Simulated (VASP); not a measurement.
Write the native input for VASP 6.6.1 that does the following.

* Task: single point
* Functional: PBEsol
* Potentials or basis: VASP PAW PBE potentials, release 64 (Pt, Te)
* Cutoff: 520 eV
* k mesh: 8 × 8 × 8
* Occupations: fermi-dirac, width 0.05 eV
* Spin: no spin polarisation
* Dipole correction: no
* Further INCAR settings: ALGO = Normal; EDIFF = 1e-06; NBANDS = 24

The structure of TePt lies in POSCAR:

```
TePt
1.0
    1.9946894631      1.1516344985      6.7051475689
   -1.9946894631      1.1516344985      6.7051475689
    0.0000000000     -2.3032689970      6.7051475689
Pt Te
2 2
Direct
    0.1296666667      0.1296666667      0.1296666667
    0.8703333333      0.8703333333      0.8703333333
    0.4020000000      0.4020000000      0.4020000000
    0.5980000000      0.5980000000      0.5980000000
```

One way to write it, as run:

INCAR

```
SYSTEM = TePt
ALGO = Normal
EDIFF = 1E-6
ENCUT = 520
GGA = PS
ISIF = 2
ISMEAR = -1
LASPH = .True.
LCHARG = .True.
LELF = .True.
LREAL = .False.
LVHAR = .True.
LWAVE = .False.
NBANDS = 24
NELM = 80
PREC = Accurate
SIGMA = 0.05
```

KPOINTS

```
k-points
0
Gamma
  8 8 8
  0 0 0
```

Potentials or basis: VASP PAW PBE potentials, release 64 (Pt, Te).

The run is started by

```bash
$ cat potpaw_PBE.64/Pt/POTCAR potpaw_PBE.64/Te/POTCAR > POTCAR
$ mpirun -np 1 vasp_std > vasp.out
```

It gave:

- Pressure: -2.9 GPa
- Largest force: 0.180 eV/Å
- Band gap on the k mesh: zero (bands 16 and 17 overlap by 2.49 eV)

Caveat: the PAW data sets were made with another functional, which shifts forces and pressure a little; spin-orbit coupling is left out, which moves the levels of the heavy elements.

Wall time 8.4 min on 1 thread of Intel(R) Xeon(R) Platinum 8375C CPU @ 2.90GHz (Ice Lake), on a shared host, peak memory 0.44 GiB.
